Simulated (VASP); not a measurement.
Runs of VASP 6.6.1 on NaH. The structure is that of space group P6_3/mmc (No. 194), or close to it. The cells are those of the table. 

| task | level | potentials or basis | cell | k mesh | cutoff (eV) | smearing | gap on the mesh (eV) | pressure (GPa) |
| --- | --- | --- | --- | --- | --- | --- | --- | --- |
| single point | LDA | VASP PAW LDA potentials, release 64 (Na_pv, H) | a = 3.863, b = 3.863, c = 4.724 Å, angles 90.0, 90.0, 120.0°, 4 atoms | 6 × 6 × 6 | 520 | fermi-dirac 0.02 eV | 2.99 | 0.0 |
| single point | r2SCAN | VASP PAW PBE potentials, release 64 (Na_pv, H) | a = 3.953, b = 3.953, c = 4.828 Å, angles 90.0, 90.0, 120.0°, 4 atoms | 6 × 6 × 6 | 520 | fermi-dirac 0.02 eV | 3.68 | -0.2 |
| single point | PBE | VASP PAW PBE potentials, release 64 (Na_pv, H) | a = 3.953, b = 3.953, c = 4.828 Å, angles 90.0, 90.0, 120.0°, 4 atoms | 6 × 6 × 4 | 520 | gaussian 0.01 eV | 3.33 | (a) |
| single point | LDA | VASP PAW LDA potentials, release 64 (Na_pv, H) | a = 3.953, b = 3.953, c = 4.828 Å, angles 90.0, 90.0, 120.0°, 4 atoms | 12 × 12 × 6 | 520 | gaussian 0.01 eV | (b) | -1.4 |
| relaxation of cell and atoms | PBE | VASP PAW PBE potentials, release 64 (Na_pv, H) | relaxed from a = 3.211, b = 3.211, c = 4.014 Å, angles 90.0, 90.0, 120.0°, 4 atoms | 12 × 12 × 6 | 600 | fermi-dirac 0.02 eV | 3.36 | 0.0 |
| single point | r2SCAN | VASP PAW PBE potentials, release 64 (Na_pv, H) | a = 3.953, b = 3.953, c = 4.828 Å, angles 90.0, 90.0, 120.0°, 4 atoms | 12 × 12 × 6 | 520 | gaussian 0.01 eV | 3.68 | -0.2 |
| single point | PBEsol | VASP PAW PBE potentials, release 64 (Na_pv, H) | a = 3.942, b = 3.942, c = 4.833 Å, angles 90.0, 90.0, 120.0°, 4 atoms | 6 × 6 × 6 | 520 | fermi-dirac 0.02 eV | 3.09 | 0.0 |

Alike in all rows: no spin polarisation.

Task: Fill in the values left out.

Result: (a) 0.3; (b) 2.98.

Caveats: the PAW data sets were made with another functional, which shifts forces and pressure a little (at least some runs).

A k mesh can miss the band edges.
